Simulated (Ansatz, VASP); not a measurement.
**Rh in VASP and in Ansatz**

```
Rh
1.0
     0.00000    1.90155    1.90155
     1.90155    0.00000    1.90155
     1.90155    1.90155    0.00000
Rh
1
Direct
  0.00000 0.00000 0.00000
```

Alike in both runs: task electric field gradients; functional PBE; k mesh 12 × 12 × 12; occupations fermi-dirac, width 0.08 eV; no spin polarisation.

|  | VASP | Ansatz |
| --- | --- | --- |
| version | VASP 6.6.1 | Ansatz 0.2.0 |
| potentials or method | VASP PAW PBE potentials, release 64 (Rh_pv) | PAW with Ansatz's default frozen-core files, scalar-relativistic |
| plane-wave cutoff (eV) | 520 | 420 |
| valence electrons in the cell | 15 | 17 |

```tsv
	VASP	Ansatz	Ansatz less VASP
pressure (GPa)	5.8	5.8	-0.04
```

VASP's potentials hold 15 valence electrons a cell and Ansatz's 17, so a difference there can come from the potentials and not from the codes.
